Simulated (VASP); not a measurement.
# TaF3 (Pm-3m) in VASP: further runs

The runs below take TaF3 through relaxation of cell and atoms, single point, with PBE.

Program: VASP 6.6.1. These are calculated values, not measurements. Logs are shortened: lines on timing, memory, paths and dates and some standing lists are left out, and cuts for length are marked.

### 1 The cell of the first run

The structure is cubic, space group Pm-3m (No. 221). Conventional cell: a = 3.901 Å, b = 3.901 Å, c = 3.901 Å, α = 90.00°, β = 90.00°, γ = 90.00°. Within 2.6 Å of Ta (site symmetry m-3m) lie 6 F at 1.95 Å. Within 2.6 Å of F (site symmetry 4/mmm) lie 2 Ta at 1.95 Å.

### 2 Relaxation of cell and atoms, PBE

The input, INCAR:

```
ALGO = Normal ; EDIFF = 1E-6
EDIFFG = -0.01 ; ENCUT = 600
GGA = PE ; IBRION = 2
ISIF = 3 ; ISMEAR = -1
LASPH = T ; LCHARG = F
LREAL = F ; LWAVE = F
NELM = 60 ; NSW = 60
PREC = Accurate ; SIGMA = 0.05
```

The input, KPOINTS:

```
k-points
0
Gamma
  7 7 7
```

The input, POSCAR:

```
TaF3
1.0
    3.9012000000      0.0000000000      0.0000000000
    0.0000000000      3.9012000000      0.0000000000
    0.0000000000      0.0000000000      3.9012000000
Ta F
1 3
Direct
    0.0000000000      0.0000000000      0.0000000000
    0.0000000000      0.0000000000      0.5000000000
    0.0000000000      0.5000000000      0.0000000000
    0.5000000000      0.0000000000      0.0000000000
```

Potentials or basis: VASP PAW PBE potentials, release 64 (Ta_pv, F).

Started as:

```console
$ cat potpaw_PBE.64/Ta_pv/POTCAR potpaw_PBE.64/F/POTCAR > POTCAR
$ mpirun -np 1 vasp_std > vasp.out
```

OUTCAR:

```text
EDIFF = 1E-6
   EDIFFG = -0.01
   ENCUT = 600
   GGA = PE
   IBRION = 2
   ISIF = 3
   ISMEAR = -1
   LASPH = T
   LREAL = F
   NELM = 60
   NSW = 60
   PREC = Accurate

 ion  position               nearest neighbor table
   1  0.000  0.000  0.000-   2 1.95   3 1.95   4 1.95   2 1.95   3 1.95   4 1.95
   2  0.000  0.000  0.500-   1 1.95   1 1.95
   3  0.000  0.500  0.000-   1 1.95   1 1.95
   4  0.500  0.000  0.000-   1 1.95   1 1.95

  LATTYP: Found a simple cubic cell.
 ALAT       =     3.9012000000

  Lattice vectors:

 A1 = (   3.9012000000,   0.0000000000,   0.0000000000)
 A2 = (   0.0000000000,   3.9012000000,   0.0000000000)
 A3 = (   0.0000000000,   0.0000000000,   3.9012000000)

Analysis of symmetry for initial positions (statically):
=====================================================================
 Subroutine PRICEL returns:
 Original cell was already a primitive cell.

 Routine SETGRP: Setting up the symmetry group for a
 simple cubic supercell.

 Subroutine GETGRP returns: Found 48 space group operations
 (whereof 48 operations were pure point group operations)
 out of a pool of 48 trial point group operations.

The static configuration has the point symmetry O_h .

Analysis of symmetry for dynamics (positions and initial velocities):
=====================================================================
 Subroutine PRICEL returns:
 Original cell was already a primitive cell.

 Routine SETGRP: Setting up the symmetry group for a
 simple cubic supercell.

 Subroutine GETGRP returns: Found 48 space group operations
 (whereof 48 operations were pure point group operations)
 out of a pool of 48 trial point group operations.

The dynamic configuration has the point symmetry O_h .

 Subroutine INISYM returns: Found 48 space group operations
 (whereof 48 operations are pure point group operations),
 and found     1 'primitive' translations

----------------------------------------------------------------------------------------

                                     Primitive cell

  volume of cell :      59.3738

  direct lattice vectors                    reciprocal lattice vectors
     3.901200000  0.000000000  0.000000000     0.256331385  0.000000000  0.000000000
     0.000000000  3.901200000  0.000000000     0.000000000  0.256331385  0.000000000
     0.000000000  0.000000000  3.901200000     0.000000000  0.000000000  0.256331385

  length of vectors
     3.901200000  3.901200000  3.901200000     0.256331385  0.256331385  0.256331385

  position of ions in fractional coordinates (direct lattice)
     0.000000000  0.000000000  0.000000000
     0.000000000  0.000000000  0.500000000
     0.000000000  0.500000000  0.000000000
     0.500000000  0.000000000  0.000000000

  ion indices of the primitive-cell ions
   primitive index   ion index
                 1           1
                 2           2
                 3           3
                 4           4

----------------------------------------------------------------------------------------

 KPOINTS: k-points

Automatic generation of k-mesh.
 Grid dimensions read from file:
 generate k-points for:    7    7    7

 Generating k-lattice:

  Cartesian coordinates                     Fractional coordinates (reciprocal lattice)
     0.036618769  0.000000000  0.000000000     0.142857143  0.000000000  0.000000000
     0.000000000  0.036618769  0.000000000     0.000000000  0.142857143  0.000000000
     0.000000000  0.000000000  0.036618769     0.000000000  0.000000000  0.142857143

  Length of vectors
     0.036618769  0.036618769  0.036618769

  Shift w.r.t. Gamma in fractional coordinates (k-lattice)
     0.000000000  0.000000000  0.000000000

 Subroutine IBZKPT returns following result:
 ===========================================

 Found     20 irreducible k-points:

 Following reciprocal coordinates:
            Coordinates               Weight
  0.000000  0.000000  0.000000      1.000000
  0.142857  0.000000  0.000000      6.000000
  0.285714  0.000000  0.000000      6.000000
  0.428571  0.000000  0.000000      6.000000
  0.142857  0.142857  0.000000     12.000000
  0.285714  0.142857  0.000000     24.000000
[... 12 lines left out ...]
  0.428571  0.428571  0.285714     24.000000
  0.428571  0.428571  0.428571      8.000000
   k-points           NKPTS =     20   k-points in BZ     NKDIM =     20   number of bands    NBANDS=     20
   number of dos      NEDOS =    301   number of ions     NIONS =      4
   total plane-waves  NPLWV =  32768
   dimension x,y,z NGX =    32 NGY =   32 NGZ =   32
   dimension x,y,z NGXF=    64 NGYF=   64 NGZF=   64
   ions per type =               1   3
   NGX,Y,Z   is equivalent  to a cutoff of  13.64, 13.64, 13.64 a.u.
   NGXF,Y,Z  is equivalent  to a cutoff of  27.27, 27.27, 27.27 a.u.
 SYSTEM =  unknown system
   PREC   = accura    normal or accurate (medium, high low for compatibility)
   ISTART =      0    job   : 0-new  1-cont  2-samecut
   ICHARG =      2    charge: 1-file 2-atom 10-const
   ISPIN  =      1    spin polarized calculation?
   LNONCOLLINEAR =      F non collinear calculations
   LSORBIT =      F    spin-orbit coupling
   LASPH  =      T    aspherical Exc in radial PAW
   ENCUT  =  600.0 eV  44.10 Ry    6.64 a.u.   7.79  7.79  7.79*2*pi/ulx,y,z
   NELM   =     60;   NELMIN=  2; NELMDL= -5     # of ELM steps
   EDIFF  = 0.1E-05   stopping-criterion for ELM
   LREAL  =      F    real-space projection
   EDIFFG = -.1E-01   stopping-criterion for IOM
   NSW    =     60    number of steps for IOM
   IBRION =      2    ionic relax: 0-MD 1-quasi-New 2-CG
   NFREE  =      1    steps in history (QN), initial steepest desc. (CG)
   ISIF   =      3    stress and relaxation
   ISYM   =      2    0-nonsym 1-usesym 2-fastsym
   POTIM  = 0.5000    time-step for ionic-motion
   TEBEG  =    0.0;   TEEND  =   0.0 temperature during run
   PSTRESS=    0.0 pullay stress
   NELECT =      32.0000    total number of electrons
   NUPDOWN=      -1.0000    fix difference up-down
   EMIN   =  10.00;   EMAX   =-10.00  energy-range for DOS
   EFERMI =   0.00;   METHOD = LEGACY
   ISMEAR =    -1;   SIGMA  =   0.05  broadening in eV -4-tet -1-fermi 0-gaus
   EFERMI_NEDOS =   21; number of points for ismear=-14 and -15
   IALGO  =     38    algorithm
   IMIX   =      4    mixing-type and parameters
     AMIX     =   0.40;   BMIX     =  1.00
     AMIX_MAG =   1.60;   BMIX_MAG =  1.00
  volume/ion in A,a.u.               =      14.84       100.17
  Fermi-wavevector in a.u.,A,eV,Ry     =   1.332273  2.517631 24.149685  1.774952
  Thomas-Fermi vector in A             =   2.461221
   LORBIT       =      0    0 simple, 1 ext, 2 COOP (PROOUT), +10 PAW based schemes
   GGA     = PE    functional components
   LHFCALC =     F    Hartree Fock is set to
   AEXX    =    0.0000 exact exchange contribution
   IVDW    =     0    specifies the selected vdW correction
   LEPSILON=     F    determine dielectric tensor
   LRPA    =     F    only Hartree local field effects (RPA)
 conjugate gradient relaxation of ions
 non-spin polarized calculation
  energy-cutoff  :      600.00
  volume of cell :       59.37
 maximum number of plane-waves:      1999
 NGX is ok and might be reduce to    32
   NGX = 15   NGY = 15   NGZ = 15

--------------------------------------- Ionic step        1  -------------------------------------------

 number of electron      31.9999957 magnetization

 Free energy of the ion-electron system (eV)
  ---------------------------------------------------
  ext. energy  EPLUGINS =         0.00000000
  ---------------------------------------------------
  free energy    TOTEN  =       -26.01857873 eV

  energy without entropy =      -25.98567567  energy(sigma->0) =      -26.00212720

------------------------ aborting loop because EDIFF is reached ----------------------------------------

  FORCE on cell =-STRESS in cart. coord.  units (eV):
  Direction    XX          YY          ZZ          XY          YZ          ZX
  --------------------------------------------------------------------------------------
  -------------------------------------------------------------------------------------
  Total        9.6507830      9.6507830      9.6507830     -0.0000000      0.0000000      0.0000000
  in kB      260.4224899    260.4224899    260.4224899     -0.0000000      0.0000000      0.0000000
  external PRESSURE =     260.4224899 kB  Pullay stress =       0.0000000 kB

 VOLUME and BASIS-vectors are now :
 -----------------------------------------------------------------------------
  energy-cutoff  :      600.00
  volume of cell :       59.37
      direct lattice vectors                 reciprocal lattice vectors
     3.901200000  0.000000000  0.000000000     0.256331385  0.000000000  0.000000000
     0.000000000  3.901200000  0.000000000     0.000000000  0.256331385  0.000000000
     0.000000000  0.000000000  3.901200000     0.000000000  0.000000000  0.256331385
[... 77 lines left out ...]
 POSITION                                       TOTAL-FORCE (eV/Angst)
 -----------------------------------------------------------------------------------
      0.00000      0.00000      0.00000         0.000000     -0.000000      0.000000
      0.00000      0.00000      2.06555         0.000000      0.000000      0.000000
     -0.00000      2.06555     -0.00000        -0.000000     -0.000000      0.000000
      2.06555     -0.00000      0.00000         0.000000     -0.000000      0.000000
 -----------------------------------------------------------------------------------
    total drift:                                0.000000      0.000000     -0.000000

  FREE ENERGIE OF THE ION-ELECTRON SYSTEM (eV)
  ---------------------------------------------------
  free  energy   TOTEN  =       -26.7764546726 eV

  energy  without entropy=      -26.7385680452  energy(sigma->0) =      -26.75751136

--------------------------------------- Ionic step        4  -------------------------------------------

 number of electron      32.0000025 magnetization

 Free energy of the ion-electron system (eV)
  ---------------------------------------------------
  ext. energy  EPLUGINS =         0.00000000
  ---------------------------------------------------
  free energy    TOTEN  =       -26.77671168 eV

  energy without entropy =      -26.73893522  energy(sigma->0) =      -26.75782345

 E-fermi :   3.2469     XC(G=0):  -8.2836

 val. band max:        3.2321653945   @ k =   0.2857   0.1429   0.1429
 cond. band min:       3.2516983332   @ k =   0.2857   0.2857   0.1429
 fundamental gap:      0.0195329387
 Fermi energy:         3.2468547962

 k-point     1 :       0.0000    0.0000    0.0000
  band No.  band energies     occupation
      1     -33.6822      2.00000
      2     -33.6822      2.00000
      3     -33.6822      2.00000
      4     -24.3794      2.00000
      5     -24.0969      2.00000
      6     -24.0969      2.00000
[... 12 lines left out ...]
     19       3.1336      1.81188
     20       5.0376      0.00000
[... 457 lines left out ...]
 POSITION                                       TOTAL-FORCE (eV/Angst)
 -----------------------------------------------------------------------------------
      0.00000      0.00000      0.00000         0.000000     -0.000000      0.000000
      0.00000      0.00000      2.06325         0.000000      0.000000      0.000000
     -0.00000      2.06325     -0.00000        -0.000000     -0.000000      0.000000
      2.06325     -0.00000      0.00000         0.000000     -0.000000      0.000000
 -----------------------------------------------------------------------------------
    total drift:                                0.000000      0.000000     -0.000000

  FREE ENERGIE OF THE ION-ELECTRON SYSTEM (eV)
  ---------------------------------------------------
  free  energy   TOTEN  =       -26.7767116768 eV

  energy  without entropy=      -26.7389352151  energy(sigma->0) =      -26.75782345

 reached required accuracy - stopping structural energy minimisation
```

Run time: 58 s. Hardware: 1 thread of AMD EPYC 7R43 (Zen 3), shared host; peak memory 0.16 GiB.

Results:

```yaml
Free_energy: -26.7767 eV
Relaxed_volume: 17.57 Å³/atom
Relaxed_cell: a = 4.127 Å, b = 4.127 Å, c = 4.127 Å, α = 90.00°, β = 90.00°, γ = 90.00°
Space_group_after_relaxing_to_0.05_Å: Pm-3m (No. 221)
Energy_gained_by_relaxing: 189.5 meV/atom
Ionic_steps: 4
Pressure_after_relaxing: 0.0 GPa
Band_gap_on_the_k_mesh: zero (band 16 reaches 4.41 eV, above the bottom of band 17 at 2.34 eV)
```

Step by step:
```tsv
step	energy change (eV)	largest force (eV/Å)	pressure (GPa)	volume (Å³)
1	0.0000	0.0000	26.04	59.37
2	-0.2165	0.0000	-12.28	82.61
3	-0.7579	0.0000	-0.34	70.50
4	-0.7581	0.0000	0.00	70.27
```

Final structure:
```cif
data_structure
_symmetry_space_group_name_H-M 'P 1'
_symmetry_Int_Tables_number 1
_cell_length_a 4.1265
_cell_length_b 4.1265
_cell_length_c 4.1265
_cell_angle_alpha 90.000
_cell_angle_beta 90.000
_cell_angle_gamma 90.000
_cell_volume 70.27
loop_
_atom_site_label
_atom_site_type_symbol
_atom_site_fract_x
_atom_site_fract_y
_atom_site_fract_z
_atom_site_occupancy
Ta1 Ta 0.00000 0.00000 0.00000 1
F1 F 0.00000 0.00000 0.50000 1
F2 F 0.00000 0.50000 0.00000 1
F3 F 0.50000 0.00000 0.00000 1
```

Caveat: the volume moved by over 15 % at a fixed basis, so the end points are rough; spin-orbit coupling is left out, which moves the levels of the heavy elements; the volume moved by +18 % from the deposited cell, more than functionals usually miss.

### 3 Single point, PBE

This run uses another cell than the first one, of 14.55 Å³/atom, 0.981 times its volume.

The input, INCAR:

```
SYSTEM = TaF3
PREC = Accurate
ENCUT = 520
EDIFF = 1E-7
ISMEAR = -1
SIGMA = 0.05
LREAL = .FALSE.
LASPH = .TRUE.
NELM = 60
ALGO = Normal
ISIF = 2
LWAVE = .FALSE.
LCHARG = .TRUE.
GGA = PE
LELF = .TRUE.
LVHAR = .TRUE.
NBANDS = 24
```

The input, KPOINTS:

```
regular mesh
0
G
  7 7 7
  0 0 0
```

The input, POSCAR:

```
TaF3
1.0
    3.8757519625      0.0000000000      0.0000000000
    0.0000000000      3.8757519625      0.0000000000
    0.0000000000      0.0000000000      3.8757519625
Ta F
1 3
Direct
    0.0000000000      0.0000000000      0.0000000000
    0.0000000000      0.0000000000      0.5000000000
    0.0000000000      0.5000000000      0.0000000000
    0.5000000000      0.0000000000      0.0000000000
```

Potentials or basis: VASP PAW PBE potentials, release 64 (Ta_pv, F).

Started as:

```console
$ cat potpaw_PBE.64/Ta_pv/POTCAR potpaw_PBE.64/F/POTCAR > POTCAR
$ mpirun -np 1 vasp_std > vasp.out
```

Run time: 14 s. Hardware: 1 thread of AMD EPYC 9R45 (Zen 5), shared host; peak memory 0.15 GiB.

It converged, with:

```
Free energy            : -25.8039 eV
Pressure               : 30.5 GPa
Band gap on the k mesh : zero (band 16 reaches 6.84 eV, above the bottom of band 17 at 3.91 eV)
```

Levels at points of the mesh, in eV from the Fermi level:
```
           k point  band 12  band 13  band 14  band 15  band 16  band 17  band 18  band 19  band 20  band 21
(0.00, 0.00, 0.00)    -9.39    -9.33    -9.33    -9.33    -1.28    -1.28    -1.28    -0.55     2.74     2.74
```

Caveat: spin-orbit coupling is left out, which moves the levels of the heavy elements.
